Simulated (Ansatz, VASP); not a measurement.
**Ca5Ta in VASP and in Ansatz**

```
Ca Ta
1.0
     5.22565    0.00000    0.00000
     0.00000    5.22565    0.00000
     0.00000    0.00000   31.47742
Ca Ta
5 1
Direct
  0.00000 0.50000 0.33980
  0.50000 0.00000 0.33980
  0.00000 0.50000 0.20027
  0.50000 0.00000 0.20027
  0.00000 0.00000 0.27003
  0.50000 0.50000 0.27003
```

Alike in both runs: functional PBE; k mesh 4 × 4 × 1; occupations gaussian, width 0.1 eV; no spin polarisation.

Ansatz relaxed the structure, and its values are those at the end. VASP's run is a single point on that final structure, the one shown.

|  | VASP | Ansatz |
| --- | --- | --- |
| version | VASP 6.6.1 | Ansatz 0.2.0 |
| potentials or method | VASP PAW PBE potentials, release 64 (Ca_sv, Ta_pv), cutoff 520 eV | scalar-relativistic, plane waves, PAW |
| valence electrons in the cell | 61 | 63 |

|  | VASP | Ansatz | Ansatz less VASP |
| --- | --- | --- | --- |
| gap on the k mesh at the Fermi level (eV) | none | none | - |
| rms of the force components (eV/Å) | 0.008 | 0.011 | +0.0028 |

A gap of «none» marks a metal or a gap that the smearing closes. With one functional, cell and mesh, what is left measures potentials, basis and numerics. VASP's potentials hold 61 valence electrons a cell and Ansatz's 63, so a difference there can come from the potentials and not from the codes. Ansatz's warnings: slab cell height set.

Neither program's run includes spin-orbit coupling.
